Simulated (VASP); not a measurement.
# Ti in VASP: further runs, part 2 of 2

VASP 6.6.1. Earlier steps stand in the parts before.

## 4. Single point, PBEsol (volume scaled by 1.06)

INCAR

```
SYSTEM = Ti
PREC = Accurate
ENCUT = 520
EDIFF = 1E-6
ISMEAR = -1
SIGMA = 0.05
LREAL = .False.
LASPH = .True.
NELM = 100
ALGO = Fast
ISIF = 2
LWAVE = .False.
LCHARG = .False.
GGA = PS
NBANDS = 25
```

KPOINTS

```
regular mesh
0
Gamma
  7 7 9
  0 0 0
```

POSCAR

```
Ti
1.0
    4.6569539421      0.0000000000      0.0000000000
   -2.3284769710      4.0330404181      0.0000000000
    0.0000000000      0.0000000000      2.8816748970
Ti
3
Direct
    0.6666666667      0.3333333333      0.5000000000
    0.3333333333      0.6666666667      0.5000000000
    0.0000000000      0.0000000000      0.0000000000
```

Potentials or basis: VASP PAW PBE potentials, release 64 (Ti_sv).

On the command line:

```sh
$ cat potpaw_PBE.64/Ti_sv/POTCAR > POTCAR
$ mpirun -np 1 vasp_std > vasp.out
```

OUTCAR:

```text
SYSTEM = Ti
   PREC = Accurate
   ENCUT = 520
   EDIFF = 1E-6
   ISMEAR = -1
   LREAL = .False.
   LASPH = .True.
   NELM = 100
   ISIF = 2
   GGA = PS

 ion  position               nearest neighbor table
   1  0.667  0.333  0.500-   2 2.69   2 2.69   2 2.69
   2  0.333  0.667  0.500-   1 2.69   1 2.69   1 2.69
   3  0.000  0.000  0.000-

  LATTYP: Found a hexagonal cell.
 ALAT       =     4.6569539421
 C/A-ratio  =     0.6187896494

  Lattice vectors:

 A1 = (   4.6569539421,   0.0000000000,   0.0000000000)
 A2 = (  -2.3284769710,   4.0330404181,   0.0000000000)
 A3 = (   0.0000000000,   0.0000000000,   2.8816748970)

Analysis of symmetry for initial positions (statically):
=====================================================================
 Subroutine PRICEL returns:
 Original cell was already a primitive cell.

 Routine SETGRP: Setting up the symmetry group for a
 hexagonal supercell.

 Subroutine GETGRP returns: Found 24 space group operations
 (whereof 24 operations were pure point group operations)
 out of a pool of 24 trial point group operations.

The static configuration has the point symmetry D_6h.

Analysis of symmetry for dynamics (positions and initial velocities):
=====================================================================
 Subroutine PRICEL returns:
 Original cell was already a primitive cell.

 Routine SETGRP: Setting up the symmetry group for a
 hexagonal supercell.

 Subroutine GETGRP returns: Found 24 space group operations
 (whereof 24 operations were pure point group operations)
 out of a pool of 24 trial point group operations.

The dynamic configuration has the point symmetry D_6h.

 Subroutine INISYM returns: Found 24 space group operations
 (whereof 24 operations are pure point group operations),
 and found     1 'primitive' translations
[... 105 lines left out ...]
   POTIM  = 0.5000    time-step for ionic-motion
   TEBEG  =    0.0;   TEEND  =   0.0 temperature during run
   PSTRESS=    0.0 pullay stress
   NELECT =      36.0000    total number of electrons
   NUPDOWN=      -1.0000    fix difference up-down
   EMIN   =  10.00;   EMAX   =-10.00  energy-range for DOS
   EFERMI =   0.00;   METHOD = LEGACY
   ISMEAR =    -1;   SIGMA  =   0.05  broadening in eV -4-tet -1-fermi 0-gaus
   EFERMI_NEDOS =   21; number of points for ismear=-14 and -15
   IALGO  =     68    algorithm
   IMIX   =      4    mixing-type and parameters
     AMIX     =   0.40;   BMIX     =  1.00
     AMIX_MAG =   1.60;   BMIX_MAG =  1.00
  volume/ion in A,a.u.               =      18.04       121.75
  Fermi-wavevector in a.u.,A,eV,Ry     =   1.429056  2.700524 27.785821  2.042200
  Thomas-Fermi vector in A             =   2.549051
   LORBIT       =      0    0 simple, 1 ext, 2 COOP (PROOUT), +10 PAW based schemes
   GGA     = PS    functional components
   LHFCALC =     F    Hartree Fock is set to
   AEXX    =    0.0000 exact exchange contribution
   IVDW    =     0    specifies the selected vdW correction
   LEPSILON=     F    determine dielectric tensor
   LRPA    =     F    only Hartree local field effects (RPA)
 non-spin polarized calculation
 RMM-DIIS sequential band-by-band and
  energy-cutoff  :      520.00
  volume of cell :       54.12
 maximum number of plane-waves:      1471
 NGX is ok and might be reduce to    36
   NGX = 17   NGY = 17   NGZ = 11

 number of electron      36.0000006 magnetization

 Free energy of the ion-electron system (eV)
  ---------------------------------------------------
  ext. energy  EPLUGINS =         0.00000000
  ---------------------------------------------------
  free energy    TOTEN  =       -24.92093016 eV

  energy without entropy =      -24.89802048  energy(sigma->0) =      -24.90947532

 E-fermi :   7.6953     XC(G=0): -11.4538

 val. band max:        7.6939862015   @ k =   0.4286   0.0000   0.1111
 cond. band min:       7.7104758107   @ k =   0.2857   0.1429   0.0000
 fundamental gap:      0.0164896092
 Fermi energy:         7.6952873237

 k-point     1 :       0.0000    0.0000    0.0000
  band No.  band energies     occupation
      1     -49.0517      2.00000
      2     -48.7847      2.00000
      3     -48.6445      2.00000
      4     -25.4509      2.00000
      5     -25.4509      2.00000
      6     -25.3076      2.00000
[... 661 lines left out ...]
     24      10.1211      0.00000
     25      10.1313      0.00000

 [... further k-points ...]
[... 5 lines left out ...]
  --------------------------------------------------------------------------------------
  -------------------------------------------------------------------------------------
  Total       -3.2069815     -3.2069815     -3.2700569     -0.0000000      0.0000000      0.0000000
  in kB      -94.9352578    -94.9352578    -96.8024586     -0.0000000      0.0000000      0.0000000
  external PRESSURE =     -95.5576581 kB  Pullay stress =       0.0000000 kB

 VOLUME and BASIS-vectors are now :
 -----------------------------------------------------------------------------
  energy-cutoff  :      520.00
  volume of cell :       54.12
      direct lattice vectors                 reciprocal lattice vectors
     4.656953942  0.000000000  0.000000000     0.214732637  0.123975946  0.000000000
    -2.328476971  4.033040418  0.000000000     0.000000000  0.247951891  0.000000000
     0.000000000  0.000000000  2.881674897     0.000000000  0.000000000  0.347020409

 POSITION                                       TOTAL-FORCE (eV/Angst)
 -----------------------------------------------------------------------------------
      2.32848      1.34435      1.44084        -0.000000      0.000000     -0.000000
     -0.00000      2.68869      1.44084         0.000000     -0.000000      0.000000
      0.00000      0.00000      0.00000         0.000000     -0.000000     -0.000000
 -----------------------------------------------------------------------------------
    total drift:                                0.000000      0.000000     -0.000000

  FREE ENERGIE OF THE ION-ELECTRON SYSTEM (eV)
  ---------------------------------------------------
  free  energy   TOTEN  =       -24.9209301627 eV

  energy  without entropy=      -24.8980204796  energy(sigma->0) =      -24.90947532
```

stdout:

```text
POSCAR found type information on POSCAR Ti
 POSCAR found :  1 types and       3 ions
 scaLAPACK will be used
 -----------------------------------------------------------------------------
|                                                                             |
|                                                                             |
|     You enforced a specific xc type in the INCAR file but a different       |
|     I HOPE YOU KNOW WHAT YOU ARE DOING!                                     |
|                                                                             |
 -----------------------------------------------------------------------------

 LDA part: xc-table for (Slater+PW92), standard interpolation
 POSCAR, INCAR and KPOINTS ok, starting setup
 FFT: planning ... GRIDC
 FFT: planning ... GRID_SOFT
 FFT: planning ... GRID
 WAVECAR not read
 entering main loop
WARNING in EDDRMM: call to ZHEGV failed, returncode =   6  3     14
WARNING in EDDRMM: call to ZHEGV failed, returncode =   6  3     10
WARNING in EDDRMM: call to ZHEGV failed, returncode =   6  3     16
WARNING in EDDRMM: call to ZHEGV failed, returncode =   6  3      4
WARNING in EDDRMM: call to ZHEGV failed, returncode =   6  3      8
```

Wall time 75 s (1 thread of Intel Xeon 6975P-C (Granite Rapids), shared host); peak memory 0.19 GiB.

Results:

```yaml
Free_energy: -24.9209 eV
Pressure: -9.6 GPa
Band_gap_on_the_k_mesh: zero (band 18 reaches 7.88 eV, above the bottom of band 19 at 7.65 eV)
```

Caveat: the PAW data sets were made with another functional, which shifts forces and pressure a little.

## 5. Summary

```tsv
level	cell	k mesh	smearing	gap on the mesh (eV)	pressure (GPa)
PBE	a = 4.567, b = 4.567, c = 2.826 Å, angles 90.0, 90.0, 120.0°, 3 atoms	5 × 5 × 7	gaussian 0.05 eV	none	0.6
PBEsol	a = 4.474, b = 4.474, c = 2.769 Å, angles 90.0, 90.0, 120.0°, 3 atoms	7 × 7 × 9	fermi-dirac 0.05 eV	none	3.4
PBEsol	a = 4.657, b = 4.657, c = 2.882 Å, angles 90.0, 90.0, 120.0°, 3 atoms	7 × 7 × 9	fermi-dirac 0.05 eV	none	-9.6
```

Alike in all rows: task single point; potentials or basis VASP PAW PBE potentials, release 64 (Ti_sv); no spin polarisation; cutoff (eV) 520.

Caveats: the PAW data sets were made with another functional, which shifts forces and pressure a little (some runs).

Total energies depend on the potentials used, so only differences within one code and one set of settings carry meaning.
